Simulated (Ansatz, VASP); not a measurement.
## Te3O2: VASP beside Ansatz

```
Te O
1.0
     3.69345    2.13241    2.48695
    -3.69345    2.13241    2.48695
     0.00000   -4.26483    2.48695
Te O
3 2
Direct
  0.00000 0.50000 0.00000
  0.00000 0.00000 0.50000
  0.50000 0.00000 0.00000
  0.76018 0.76018 0.76018
  0.23982 0.23982 0.23982
```

Change from the starting cell: species swapped into the Br2Cl3 type (R-3m, No. 166).

Alike in both runs: functional PBE; k mesh 12 × 12 × 12; occupations gaussian, width 0.1 eV; no spin polarisation.

Ansatz relaxed the structure, and its values are those at the end. VASP's run is a single point on that final structure, the one shown.

|  | VASP | Ansatz |
| --- | --- | --- |
| version | VASP 6.6.1 | Ansatz 0.2.0 |
| potentials or method | VASP PAW PBE potentials, release 64 (Te, O), cutoff 520 eV | scalar-relativistic, plane waves, PAW |
| valence electrons in the cell | 30 | 60 |

```csv
,VASP,Ansatz,Ansatz less VASP
gap on the k mesh at the Fermi level (eV),none,none,-
pressure (GPa),-0.3,0.0,+0.26
rms of the force components (eV/Å),0.006,0.003,-0.0027
```

A gap of «none» marks a metal or a gap that the smearing closes. VASP's potentials hold 30 valence electrons a cell and Ansatz's 60, so a difference there can come from the potentials and not from the codes.

Spin-orbit coupling is off throughout.
